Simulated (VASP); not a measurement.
Al5Os3: single point with LDA

Crystal: Al5Os3.

```
CELL_PARAMETERS angstrom
0.00000 3.93148 3.93148
3.93148 0.00000 3.93148
3.70781 3.70781 0.22367
ATOMIC_POSITIONS crystal
Os 0.00000 0.00000 0.00000
Os 0.00000 0.50000 0.00000
Os 0.50000 0.00000 0.00000
Al 0.00000 0.00000 0.50000
Al 0.00000 0.50000 0.50000
Al 0.50000 0.00000 0.50000
Al 0.50000 0.50000 0.00000
Al 0.50000 0.50000 0.50000
```

- Program: VASP 6.6.1
- Task: single point
- Functional: LDA
- Potentials or basis: VASP PAW LDA potentials, release 64 (Os, Al)
- Cutoff: 600 eV
- k mesh: 4 × 4 × 4
- Occupations: methfessel-paxton, width 0.05 eV
- Spin: no spin polarisation

The pressure is 0.6 GPa and the band gap on the k mesh is zero (an odd number of electrons rules out a gap without spin polarisation).

Stress tensor (GPa, compression positive):
```
 0.61 -0.16  0.16
-0.16  0.61  0.16
 0.16  0.16  0.61
```

Levels at points of the mesh, in eV from the Fermi level:
```tsv
k point	band 17	band 18	band 19	band 20	band 21	band 22
(0.00, 0.00, 0.00)	-0.50	-0.43	-0.43	0.03	0.06	0.06
(0.50, 0.00, 0.00)	-0.88	-0.42	-0.17	-0.13	0.00	0.18
(0.50, 0.50, 0.00)	-0.70	-0.42	-0.26	0.05	1.08	1.82
(0.00, 0.00, 0.50)	-0.43	-0.43	-0.01	-0.01	1.40	2.05
```

It took 35 s on 1 thread of Intel(R) Xeon(R) 6975P-C (Granite Rapids) (shared host), peak memory 0.24 GiB.

Caveat: the k points lie up to 0.38 Å⁻¹ apart, too coarse for converged energies and pressures of a metal; spin-orbit coupling is left out, which moves the levels of the heavy elements.
